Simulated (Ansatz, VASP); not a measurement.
## C in VASP and in Ansatz

```xyz
10
Lattice="0.0000 1.4231 -3.3609 -2.4650 0.0000 0.0000 0.0000 11.9879 2.5383" Properties=species:S:1:pos:R:3 pbc="T T T"
C    -3.4509    8.8235    1.0076
C    -0.9860    1.7078   -2.3534
C    -2.2185    3.8425   -2.3534
C    -0.9860    4.5541    1.0076
C    -2.2185    6.6888    1.0076
C    -2.2185    2.4193   -2.3519
C    -0.9860    3.1309    1.0090
C    -2.2185    5.2656    1.0090
C    -0.9860    7.4004    1.0090
C    -2.2185    9.5351    1.0090
```

Alike in both runs: task single point; functional PBE; dispersion D3(BJ); k mesh 7 × 11 × 3; occupations gaussian, width 0.05 eV; no spin polarisation.

|  | VASP | Ansatz |
| --- | --- | --- |
| version | VASP 6.6.1 | Ansatz 0.2.0 |
| potentials or method | VASP PAW PBE potentials, release 64 (C), cutoff 520 eV | scalar-relativistic, plane waves, PAW |
| valence electrons in the cell | 40 | 40 |

Ansatz gave:

* gap on the k mesh at the Fermi level (eV): none
* pressure (GPa): -1.1
* traceless stress, the component that is largest in VASP (GPa): -0.44
* rms of the force components (eV/Å): 0.775

Q: Which values does VASP return?

A: gap on the k mesh at the Fermi level (eV): none; pressure (GPa): -0.7; traceless stress, the component that is largest in VASP (GPa): -0.45; rms of the force components (eV/Å): 0.769.

Atom by atom the forces differ by 0.013 eV/Å (rms over components). A gap of «none» marks a metal or a gap that the smearing closes.
